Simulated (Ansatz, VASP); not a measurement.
One calculation of BN, two programs

The input INCAR:

```
  PREC = Accurate
  ENCUT = 600
  EDIFF = 1E-6
  ISMEAR = 0
  SIGMA = 0.1
  LREAL = F
  LASPH = T
  NELM = 200
  ALGO = Normal
  ISIF = 2
  LWAVE = F
  LCHARG = F
  LDAU = T
  LDAUTYPE = 2
  LDAUL = -1 1
  LDAUU = 0 2.8
  LDAUJ = 0 0
  LDAUPRINT = 1
  GGA = PE
  NBANDS = 11
  GGA_COMPAT = F
```

The input KPOINTS:

```
Automatic mesh
0
Gamma
  2 2 2
```

Contents of POSCAR:

```
BN
1.0
    0.0000000000      1.8130010000      1.8130010000
    1.8130010000      0.0000000000      1.8130010000
    1.8130010000      1.8130010000      0.0000000000
B N
1 1
Direct
    0.0551571676     -0.0551571676      0.0551571676
    0.7500000000      0.7500000000      0.7500000000
```

Input for Ansatz:

```yaml
crystal:
  lattice:
    - [0.0, 1.813001, 1.813001]
    - [1.813001, 0.0, 1.813001]
    - [1.813001, 1.813001, 0.0]
  atoms:
    - { symbol: B, position: [0.0551571676, -0.0551571676, 0.0551571676] }
    - { symbol: "N", position: [0.75, 0.75, 0.75] }
basis:
  ecutwfc: 420
kpoints:
  mp_grid: { grid: [2, 2, 2] }
hamiltonian:
  xc: pbe
  hubbard: { sites: [{ species: "N", l: p, u_eff: 2.8 }] }
scf:
  occupations: { method: gaussian, width: 0.1 }
  mixing: { ndim: 3 }
  max_iter: 57
output:
  forces: true
  stress: true
  eigenvalues: true
```

Alike in both runs: task single point; functional PBE; k mesh 2 × 2 × 2; occupations gaussian, width 0.1 eV; no spin polarisation; Hubbard terms N p U = 2.8 eV.

|  | VASP | Ansatz |
| --- | --- | --- |
| version | VASP 6.6.1 | Ansatz 0.2.0 |
| potentials or method | VASP PAW PBE potentials, release 64 (B, N), cutoff 600 eV | scalar-relativistic, plane waves, PAW |
| valence electrons in the cell | 8 | 8 |

VASP gave:

* gap on the k mesh at the Fermi level (eV): 2.31
* least direct gap on the mesh (eV): 6.34
* rms of the force components (eV/Å): 2.749

Which values does Ansatz return?

gap on the k mesh at the Fermi level (eV): 2.84; least direct gap on the mesh (eV): 6.80; rms of the force components (eV/Å): 2.603.

The programs project onto different local orbitals, so the same U acts differently, and such runs can settle in different states. Atom by atom the forces differ by 0.147 eV/Å (rms over components).

The k mesh is coarse, so the values compare programs but aren't converged.
